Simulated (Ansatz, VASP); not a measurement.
## Two plane-wave programs on TiC

Contents of INCAR:

```
ALGO = Normal ; EDIFF = 1E-7
ENCUT = 520 ; GGA = PE
ISIF = 2 ; ISMEAR = 0
LASPH = T ; LCHARG = T
LELF = T ; LREAL = F
LVHAR = T ; LWAVE = F
NBANDS = 15 ; NELM = 60
PREC = Accurate ; SIGMA = 0.1
```

KPOINTS

```
k-points
0
Gamma
  16 16 16
```

File POSCAR:

```
TiC
1.0
    0.0000000000      2.1445263038      2.1445263038
    2.1445263038      0.0000000000      2.1445263038
    2.1445263038      2.1445263038      0.0000000000
Ti C
1 1
Direct
    0.0000000000      0.0000000000      0.0000000000
    0.5000000000      0.5000000000      0.5000000000
```

Input for Ansatz:

```yaml
crystal:
  lattice:
    - [0.0, 2.144526303, 2.144526303]
    - [2.144526303, 0.0, 2.144526303]
    - [2.144526303, 2.144526303, 0.0]
  atoms:
    - { symbol: Ti, position: [0.0, 0.0, 0.0] }
    - { symbol: C, position: [0.5, 0.5, 0.5] }
basis:
  ecutwfc: 420
kpoints:
  mp_grid: { grid: [16, 16, 16] }
hamiltonian:
  xc: pbe
scf:
  occupations: { method: gaussian, width: 0.1 }
output:
  forces: true
  stress: true
  eigenvalues: true
```

Alike in both runs: task single point; functional PBE; k mesh 16 × 16 × 16; occupations gaussian, width 0.1 eV; no spin polarisation.

|  | VASP | Ansatz |
| --- | --- | --- |
| version | VASP 6.6.1 | Ansatz 0.2.0 |
| potentials or method | VASP PAW PBE potentials, release 64 (Ti_sv, C), cutoff 520 eV | scalar-relativistic, plane waves, PAW |
| valence electrons in the cell | 16 | 16 |

Ansatz gave:

- gap on the k mesh at the Fermi level (eV): none
- pressure (GPa): 8.1

Estimate VASP's values.

gap on the k mesh at the Fermi level (eV): none; pressure (GPa): 8.3.

A gap of «none» marks a metal or a gap that the smearing closes. The functional is the same, so the differences come from potentials, cutoffs and numerics.
